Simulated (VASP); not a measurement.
# Bi2Se3 (R-3m) in VASP: notebook

The runs below take Bi2Se3 through single point, with PBE.

Program: VASP 6.6.1. These are calculated values, not measurements. Logs are shortened: lines on timing, memory, paths and dates and some standing lists are left out, and cuts for length are marked.

## 1. The cell of the first run

Symmetry: R-3m, No. 166, trigonal system. The conventional cell has a = 3.978 Å, b = 3.978 Å, c = 29.737 Å, α = 90.00°, β = 90.00°, γ = 120.00°. Within 3.6 Å of Bi (site symmetry 3m) lie 6 Se at 2.74 to 2.95 Å. Se (site symmetry -3m) has 6 Bi at 2.95 Å and 12 Se at 3.98 to 4.05 Å within 4.1 Å. Within 3.6 Å of Se (site symmetry 3m) lie 3 Bi at 2.74 Å.

## 2. Single point, PBE (strain -0.050 along x and y, -0.050 along z)

Input file INCAR:

```
SYSTEM = Bi2Se3
PREC = Accurate
ENCUT = 520
EDIFF = 1E-7
ISMEAR = 0
SIGMA = 0.05
LREAL = .False.
LASPH = .True.
NELM = 100
ALGO = Normal
ISIF = 2
LWAVE = .False.
LCHARG = .True.
GGA = PE
LELF = .True.
LVHAR = .True.
NBANDS = 32
```

Input file KPOINTS:

```
Automatic mesh
0
Gamma
  6 6 6
  0 0 0
```

Input file POSCAR:

```
Bi2Se3
1.0
    1.9889736646      1.1483344807      9.9123281612
   -1.9889736646      1.1483344807      9.9123281612
    0.0000000000     -2.2966689614      9.9123281612
Bi Se
2 3
Direct
    0.3955941725      0.3955941725      0.3955941725
    0.6044058275      0.6044058275      0.6044058275
    0.0000000000      0.0000000000      0.0000000000
    0.2210304535      0.2210304535      0.2210304535
    0.7789695465      0.7789695465      0.7789695465
```

Potentials or basis: VASP PAW PBE potentials, release 64 (Bi_d, Se).

Launch:

```console
$ cat potpaw_PBE.64/Bi_d/POTCAR potpaw_PBE.64/Se/POTCAR > POTCAR
$ mpirun -np 1 vasp_std > vasp.out
```

OUTCAR:

```text
SYSTEM = Bi2Se3
   PREC = Accurate
   ENCUT = 520
   EDIFF = 1E-7
   ISMEAR = 0
   LREAL = .False.
   LASPH = .True.
   NELM = 100
   ISIF = 2
   GGA = PE

 ion  position               nearest neighbor table
   1  0.396  0.396  0.396-   5 2.74   5 2.74   5 2.74   3 2.95   3 2.95   3 2.95
   2  0.604  0.604  0.604-   4 2.74   4 2.74   4 2.74   3 2.95   3 2.95   3 2.95
   3  0.000  0.000  0.000-   2 2.95   2 2.95   1 2.95   1 2.95   2 2.95   1 2.95
   4  0.221  0.221  0.221-   2 2.74   2 2.74   2 2.74
   5  0.779  0.779  0.779-   1 2.74   1 2.74   1 2.74

  LATTYP: Found a trigonal (rhomboedric) cell.
 ALAT       =    10.1749170952
 COS(alpha) =     0.9235766092

  Lattice vectors:

 A1 = (   1.9889736646,   1.1483344807,   9.9123281612)
 A2 = (  -1.9889736646,   1.1483344807,   9.9123281612)
 A3 = (   0.0000000000,  -2.2966689614,   9.9123281612)

Analysis of symmetry for initial positions (statically):
=====================================================================
 Subroutine PRICEL returns:
 Original cell was already a primitive cell.

 Routine SETGRP: Setting up the symmetry group for a
 trigonal (rhombohedral) supercell.

 Subroutine GETGRP returns: Found 12 space group operations
 (whereof 12 operations were pure point group operations)
 out of a pool of 12 trial point group operations.

The static configuration has the point symmetry D_3d.

Analysis of symmetry for dynamics (positions and initial velocities):
=====================================================================
 Subroutine PRICEL returns:
 Original cell was already a primitive cell.

 Routine SETGRP: Setting up the symmetry group for a
 trigonal (rhombohedral) supercell.

 Subroutine GETGRP returns: Found 12 space group operations
 (whereof 12 operations were pure point group operations)
 out of a pool of 12 trial point group operations.

The dynamic configuration has the point symmetry D_3d.

 Subroutine INISYM returns: Found 12 space group operations
 (whereof 12 operations are pure point group operations),
 and found     1 'primitive' translations

----------------------------------------------------------------------------------------

                                     Primitive cell

  volume of cell :     135.8390

  direct lattice vectors                    reciprocal lattice vectors
     1.988973665  1.148334481  9.912328161     0.251385933  0.145137736  0.033628158
    -1.988973665  1.148334481  9.912328161    -0.251385933  0.145137736  0.033628158
     0.000000000 -2.296668961  9.912328161     0.000000000 -0.290275472  0.033628158

  length of vectors
    10.174917095 10.174917095 10.174917095     0.292216876  0.292216876  0.292216876

  position of ions in fractional coordinates (direct lattice)
     0.395594172  0.395594172  0.395594172
     0.604405828  0.604405828  0.604405828
     0.000000000  0.000000000  0.000000000
     0.221030453  0.221030453  0.221030453
     0.778969547  0.778969547  0.778969547

  ion indices of the primitive-cell ions
   primitive index   ion index
                 1           1
                 2           2
                 3           3
                 4           4
                 5           5

----------------------------------------------------------------------------------------

 KPOINTS: Automatic mesh

Automatic generation of k-mesh.
 Grid dimensions read from file:
 generate k-points for:    6    6    6

 Generating k-lattice:

  Cartesian coordinates                     Fractional coordinates (reciprocal lattice)
     0.041897655  0.024189623  0.005604693     0.166666667  0.000000000  0.000000000
    -0.041897655  0.024189623  0.005604693     0.000000000  0.166666667  0.000000000
     0.000000000 -0.048379245  0.005604693     0.000000000  0.000000000  0.166666667

  Length of vectors
     0.048702813  0.048702813  0.048702813

  Shift w.r.t. Gamma in fractional coordinates (k-lattice)
     0.000000000  0.000000000  0.000000000

 Subroutine IBZKPT returns following result:
 ===========================================

 Found     32 irreducible k-points:

 Following reciprocal coordinates:
            Coordinates               Weight
  0.000000  0.000000  0.000000      1.000000
  0.166667  0.000000  0.000000      6.000000
  0.333333  0.000000  0.000000      6.000000
  0.500000  0.000000  0.000000      3.000000
  0.166667  0.166667  0.000000      6.000000
  0.333333  0.166667  0.000000     12.000000
[... 16 lines left out ...]
  0.500000  0.500000  0.166667      6.000000
 -0.333333  0.500000  0.166667     12.000000
 [... further k-points ...]
   k-points           NKPTS =     32   k-points in BZ     NKDIM =     32   number of bands    NBANDS=     32
   number of dos      NEDOS =    301   number of ions     NIONS =      5
   total plane-waves  NPLWV = 512000
   dimension x,y,z NGX =    80 NGY =   80 NGZ =   80
   dimension x,y,z NGXF=   160 NGYF=  160 NGZF=  160
   ions per type =               2   3
   NGX,Y,Z   is equivalent  to a cutoff of  13.07, 13.07, 13.07 a.u.
   NGXF,Y,Z  is equivalent  to a cutoff of  26.14, 26.14, 26.14 a.u.
 SYSTEM =  Bi2Se3
   PREC   = accura    normal or accurate (medium, high low for compatibility)
   ISTART =      0    job   : 0-new  1-cont  2-samecut
   ICHARG =      2    charge: 1-file 2-atom 10-const
   ISPIN  =      1    spin polarized calculation?
   LNONCOLLINEAR =      F non collinear calculations
   LSORBIT =      F    spin-orbit coupling
   LASPH  =      T    aspherical Exc in radial PAW
   ENCUT  =  520.0 eV  38.22 Ry    6.18 a.u.  18.92 18.92 18.92*2*pi/ulx,y,z
   NELM   =    100;   NELMIN=  2; NELMDL= -5     # of ELM steps
   EDIFF  = 0.1E-06   stopping-criterion for ELM
   LREAL  =      F    real-space projection
   EDIFFG = 0.1E-05   stopping-criterion for IOM
   NSW    =      0    number of steps for IOM
   IBRION =     -1    ionic relax: 0-MD 1-quasi-New 2-CG
   NFREE  =      0    steps in history (QN), initial steepest desc. (CG)
   ISIF   =      2    stress and relaxation
   ISYM   =      2    0-nonsym 1-usesym 2-fastsym
   POTIM  = 0.5000    time-step for ionic-motion
   TEBEG  =    0.0;   TEEND  =   0.0 temperature during run
   PSTRESS=    0.0 pullay stress
   NELECT =      48.0000    total number of electrons
   NUPDOWN=      -1.0000    fix difference up-down
   EMIN   =  10.00;   EMAX   =-10.00  energy-range for DOS
   EFERMI =   0.00;   METHOD = LEGACY
   ISMEAR =     0;   SIGMA  =   0.05  broadening in eV -4-tet -1-fermi 0-gaus
   EFERMI_NEDOS =   21; number of points for ismear=-14 and -15
   IALGO  =     38    algorithm
   IMIX   =      4    mixing-type and parameters
     AMIX     =   0.40;   BMIX     =  1.00
     AMIX_MAG =   1.60;   BMIX_MAG =  1.00
  volume/ion in A,a.u.               =      27.17       183.34
  Fermi-wavevector in a.u.,A,eV,Ry     =   1.157392  2.187154 18.225768  1.339556
  Thomas-Fermi vector in A             =   2.294004
   LORBIT       =      0    0 simple, 1 ext, 2 COOP (PROOUT), +10 PAW based schemes
   GGA     = PE    functional components
   LHFCALC =     F    Hartree Fock is set to
   AEXX    =    0.0000 exact exchange contribution
   IVDW    =     0    specifies the selected vdW correction
   LEPSILON=     F    determine dielectric tensor
   LRPA    =     F    only Hartree local field effects (RPA)
 non-spin polarized calculation
 Gauss-broadening in eV      SIGMA  =   0.05
  energy-cutoff  :      520.00
  volume of cell :      135.84
 maximum number of plane-waves:      3694
 NGX is ok and might be reduce to    80
   NGX = 37   NGY = 37   NGZ = 37

 number of electron      48.0000000 magnetization

 Free energy of the ion-electron system (eV)
  ---------------------------------------------------
  ext. energy  EPLUGINS =         0.00000000
  ---------------------------------------------------
  free energy    TOTEN  =       -19.53674921 eV

  energy without entropy =      -19.53674921  energy(sigma->0) =      -19.53674921

 E-fermi :   5.3758     XC(G=0):  -9.5752

 val. band max:        5.1670792684   @ k =   0.5000   0.5000   0.3333
 cond. band min:       5.8195430530   @ k =   0.0000   0.0000   0.0000
 fundamental gap:      0.6524637845
 Fermi energy:         5.3758494474

 k-point     1 :       0.0000    0.0000    0.0000
  band No.  band energies     occupation
      1     -17.7064      2.00000
      2     -17.7064      2.00000
      3     -17.7024      2.00000
      4     -17.7024      2.00000
      5     -17.6832      2.00000
      6     -17.6794      2.00000
[... 24 lines left out ...]
     31      11.2594      0.00000
     32      12.3860      0.00000

 k-point     2 :       0.1667    0.0000    0.0000
  band No.  band energies     occupation
      1     -17.7154      2.00000
      2     -17.7098      2.00000
      3     -17.6977      2.00000
      4     -17.6939      2.00000
      5     -17.6782      2.00000
      6     -17.6738      2.00000
[... 24 lines left out ...]
     31      10.5860      0.00000
     32      11.5791      0.00000

 k-point     3 :       0.3333    0.0000    0.0000
  band No.  band energies     occupation
      1     -17.7364      2.00000
      2     -17.7271      2.00000
      3     -17.6888      2.00000
      4     -17.6852      2.00000
      5     -17.6828      2.00000
      6     -17.6776      2.00000
[... 24 lines left out ...]
     31      10.4232      0.00000
     32      12.2517      0.00000

 k-point     4 :       0.5000    0.0000    0.0000
  band No.  band energies     occupation
      1     -17.7477      2.00000
      2     -17.7363      2.00000
      3     -17.6894      2.00000
      4     -17.6885      2.00000
      5     -17.6815      2.00000
      6     -17.6804      2.00000
[... 654 lines left out ...]
     31      10.3574      0.00000
     32      12.4449      0.00000

 k-point    23 :       0.5000    0.5000    0.1667
  band No.  band energies     occupation
      1     -17.7364      2.00000
      2     -17.7271      2.00000
      3     -17.6888      2.00000
      4     -17.6852      2.00000
      5     -17.6828      2.00000
      6     -17.6776      2.00000
[... 24 lines left out ...]
     31      10.3619      0.00000
     32      11.8378      0.00000

 k-point    24 :      -0.3333    0.5000    0.1667
  band No.  band energies     occupation
      1     -17.7357      2.00000
      2     -17.7273      2.00000
      3     -17.6967      2.00000
      4     -17.6871      2.00000
      5     -17.6813      2.00000
      6     -17.6753      2.00000
[... 24 lines left out ...]
     31      10.9253      0.00000
     32      11.9615      0.00000

 [... further k-points ...]

------------------------ aborting loop because EDIFF is reached ----------------------------------------

  FORCE on cell =-STRESS in cart. coord.  units (eV):
  Direction    XX          YY          ZZ          XY          YZ          ZX
  --------------------------------------------------------------------------------------
  -------------------------------------------------------------------------------------
  Total        9.7808660      9.7808660      9.1687864      0.0000000      0.0000000      0.0000000
  in kB      115.3622007    115.3622007    108.1429167      0.0000000      0.0000000      0.0000000
  external PRESSURE =     112.9557727 kB  Pullay stress =       0.0000000 kB

 VOLUME and BASIS-vectors are now :
 -----------------------------------------------------------------------------
  energy-cutoff  :      520.00
  volume of cell :      135.84
      direct lattice vectors                 reciprocal lattice vectors
     1.988973665  1.148334481  9.912328161     0.251385933  0.145137736  0.033628158
    -1.988973665  1.148334481  9.912328161    -0.251385933  0.145137736  0.033628158
     0.000000000 -2.296668961  9.912328161     0.000000000 -0.290275472  0.033628158

 POSITION                                       TOTAL-FORCE (eV/Angst)
 -----------------------------------------------------------------------------------
      0.00000      0.00000     11.76378         0.000000     -0.000000     -0.472972
      0.00000      0.00000     17.97321         0.000000     -0.000000      0.472972
      0.00000      0.00000      0.00000         0.000000     -0.000000      0.000000
      0.00000      0.00000      6.57278         0.000000      0.000000     -1.552643
      0.00000      0.00000     23.16421         0.000000     -0.000000      1.552643
 -----------------------------------------------------------------------------------
    total drift:                                0.000000     -0.000000      0.000000

  FREE ENERGIE OF THE ION-ELECTRON SYSTEM (eV)
  ---------------------------------------------------
  free  energy   TOTEN  =       -19.5367492133 eV

  energy  without entropy=      -19.5367492133  energy(sigma->0) =      -19.53674921
```

It took 7.8 min on 1 thread of Intel Xeon 6975P-C (Granite Rapids), shared host; peak memory 0.93 GiB.

Results:

| Property | Result |
| --- | --- |
| Free energy | -19.5367 eV |
| Pressure | 11.3 GPa |
| Largest force | 1.553 eV/Å |
| Band gap on the k mesh | 0.65 eV (least direct gap 0.68 eV) |

Forces on the atoms (eV/Å):
```
Bi   0.000  0.000 -0.473
Bi   0.000  0.000  0.473
Se   0.000  0.000  0.000
Se   0.000  0.000 -1.553
Se   0.000  0.000  1.553
```

Stress tensor (GPa, compression positive):
```
11.54  0.00  0.00
 0.00 11.54  0.00
 0.00  0.00 10.81
```

Levels at points of the mesh, in eV from the valence-band top:
```csv
k point,band 20,band 21,band 22,band 23,band 24,band 25,band 26,band 27,band 28,band 29
"(0.00, 0.00, 0.00)",-1.60,-1.60,-1.12,-1.12,-0.03,0.65,1.93,1.93,2.64,3.23
"(0.50, 0.00, 0.00)",-2.89,-2.61,-1.73,-1.24,-0.56,1.32,2.67,3.39,3.46,3.97
"(0.50, 0.50, 0.00)",-2.76,-2.00,-1.55,-1.38,-0.93,1.63,2.45,2.98,3.61,4.02
"(0.50, 0.50, 0.50)",-1.53,-1.18,-1.18,-0.97,-0.32,0.74,2.03,2.03,2.67,3.10
```

Caveat: the cell differs from its parent crystal (strain -0.050 along x and y, -0.050 along z); the cell stands under pressure; spin-orbit coupling is left out, which moves the levels of the heavy elements; forces of over 1 eV/Å act on the atoms, so gaps and moduli don't describe the material at rest. A k mesh can miss the band edges.

## 3. Single point, PBE (strain -0.050 along x and y, -0.025 along z)

Input file INCAR:

```
SYSTEM = Bi2Se3
PREC     = Accurate       ! precision mode
ENCUT    = 520            ! plane-wave cutoff, eV
EDIFF    = 1E-6           ! SCF threshold, eV
ISMEAR   = 0              ! smearing method
SIGMA    = 0.05           ! smearing width, eV
LREAL    = .FALSE.        ! projectors in reciprocal space
LASPH    = .TRUE.         ! aspherical terms in the spheres
NELM     = 100            ! most SCF steps
ALGO     = Normal         ! electronic algorithm
ISIF     = 2              ! what is computed and relaxed
LWAVE    = .FALSE.        ! write WAVECAR
LCHARG   = .FALSE.        ! write CHGCAR
GGA      = PE             ! functional
NBANDS   = 32             ! bands
```

Input file KPOINTS:

```
regular mesh
0
G
  6 6 6
  0 0 0
```

POSCAR, as its differences from that of step 2:

```diff
@@ -2,5 +2,5 @@
 1.0
-    1.9889736646      1.1483344807      9.9123281612
-   -1.9889736646      1.1483344807      9.9123281612
-    0.0000000000     -2.2966689614      9.9123281612
+    1.9889736646      1.1483344807     10.1731789023
+   -1.9889736646      1.1483344807     10.1731789023
+    0.0000000000     -2.2966689614     10.1731789023
 Bi Se
```

Potentials or basis: VASP PAW PBE potentials, release 64 (Bi_d, Se).

Launch:

```console
$ cat potpaw_PBE.64/Bi_d/POTCAR potpaw_PBE.64/Se/POTCAR > POTCAR
$ mpirun -np 1 vasp_std > vasp.out
```

Run time: 7.1 min. Hardware: 1 thread of Intel Xeon 6975P-C (Granite Rapids), shared host; peak memory 0.93 GiB.

The run converged. Its results:

| Property | Result |
| --- | --- |
| Free energy | -19.7466 eV |
| Pressure | 8.9 GPa |
| Largest force | 1.196 eV/Å |
| Band gap on the k mesh | 0.78 eV |

Forces on the atoms (eV/Å):
```
Bi   0.000  0.000 -0.437
Bi   0.000  0.000  0.437
Se   0.000  0.000  0.000
Se   0.000  0.000 -1.196
Se   0.000  0.000  1.196
```

Stress tensor (GPa, compression positive):
```
9.44 0.00 0.00
0.00 9.44 0.00
0.00 0.00 7.95
```

Levels at points of the mesh, in eV from the valence-band top:
```csv
k point,band 22,band 23,band 24,band 25,band 26,band 27
"(0.00, 0.00, 0.00)",-0.98,-0.98,0.00,0.78,2.03,2.03
"(0.50, 0.00, 0.00)",-1.74,-1.16,-0.59,1.34,2.64,3.14
"(0.50, 0.50, 0.00)",-1.52,-1.28,-1.00,1.60,2.34,2.91
"(0.50, 0.50, 0.50)",-1.03,-0.89,-0.40,0.88,2.12,2.12
```

Caveat: the cell differs from its parent crystal (strain -0.050 along x and y, -0.025 along z); the cell stands under pressure; spin-orbit coupling is left out, which moves the levels of the heavy elements; forces of over 1 eV/Å act on the atoms, so gaps and moduli don't describe the material at rest.

(Continued in part 2 of 2.)
